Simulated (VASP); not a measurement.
Runs of VASP 6.6.1 on Sb. The structure is that of space group Pm-3n (No. 223), or close to it. The cells are those of the table. 

```tsv
task	cell	k mesh	cutoff (eV)	gap on the mesh (eV)	pressure (GPa)	relaxed volume (Å³/atom)
relaxation of cell and atoms	relaxed from a = 6.236 Å, 8 atoms	4 × 4 × 4	600	none	0.0	26.68
single point	a = 5.987 Å, 8 atoms	4 × 4 × 4	520	none	(a)	-
relaxation of cell and atoms	relaxed from a = 5.987 Å, 8 atoms	6 × 6 × 6	600	none	0.0	26.59
single point	a = 5.969 Å, 8 atoms	6 × 6 × 6	520	none	0.0	-
single point	a = 6.236 Å, 8 atoms	4 × 4 × 4	520	none	-6.2	-
```

Alike in all rows: level PBEsol; potentials or basis VASP PAW PBE potentials, release 64 (Sb); no spin polarisation; smearing gaussian 0.1 eV.

Task: Fill in the values left out.

Result: (a) -0.3.

Caveats: the PAW data sets were made with another functional, which shifts forces and pressure a little; spin-orbit coupling is left out, which moves the levels of the heavy elements; the highest band is partly filled, so the run has too few bands (at least some runs); the cell stands under tension (at least some runs).

A k mesh can miss the band edges, and the runs leave out spin-orbit coupling on Sb.

A gap of «none» marks levels without a gap at the run's occupations.
